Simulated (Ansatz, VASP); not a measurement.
# Two plane-wave programs on BaTiO3

```
CELL_PARAMETERS angstrom
2.86307 1.65299 2.35630
-2.86307 1.65299 2.35630
0.00000 -3.30599 2.35630
ATOMIC_POSITIONS crystal
Ba 0.99788 0.99788 0.99788
Ti 0.51919 0.51919 0.51919
O 0.48839 0.48839 0.97777
O 0.48839 0.97777 0.48839
O 0.97777 0.48839 0.48839
```

Change from the starting cell: all Ba atoms moved +0.050 Å, as atom 1 towards its neighbour atom 2 (Ti) at 3.434 Å.

Alike in both runs: task single point; functional PBE; k mesh 6 × 6 × 6; occupations gaussian, width 0.05 eV; no spin polarisation.

|  | VASP | Ansatz |
| --- | --- | --- |
| version | VASP 6.6.1 | Ansatz 0.2.0 |
| potentials or method | VASP PAW PBE potentials, release 64 (Ba_sv, Ti_sv, O), cutoff 520 eV | scalar-relativistic, plane waves, PAW |
| valence electrons in the cell | 40 | 40 |

VASP gave:

| Quantity | Value |
| --- | --- |
| gap on the k mesh at the Fermi level (eV) | 2.58 |
| least direct gap on the mesh (eV) | 3.11 |
| pressure (GPa) | 1.5 |
| traceless stress, the component that is largest in VASP (GPa) | -0.10 |
| rms of the force components (eV/Å) | 0.089 |

**Question.** Which values does Ansatz return?

**Answer.** gap on the k mesh at the Fermi level (eV): 2.62; least direct gap on the mesh (eV): 3.12; pressure (GPa): -0.1; traceless stress, the component that is largest in VASP (GPa): -0.01; rms of the force components (eV/Å): 0.078.

Atom by atom the forces differ by 0.035 eV/Å (rms over components). The functional is the same, so the differences come from potentials, cutoffs and numerics.

Spin-orbit coupling is off throughout.
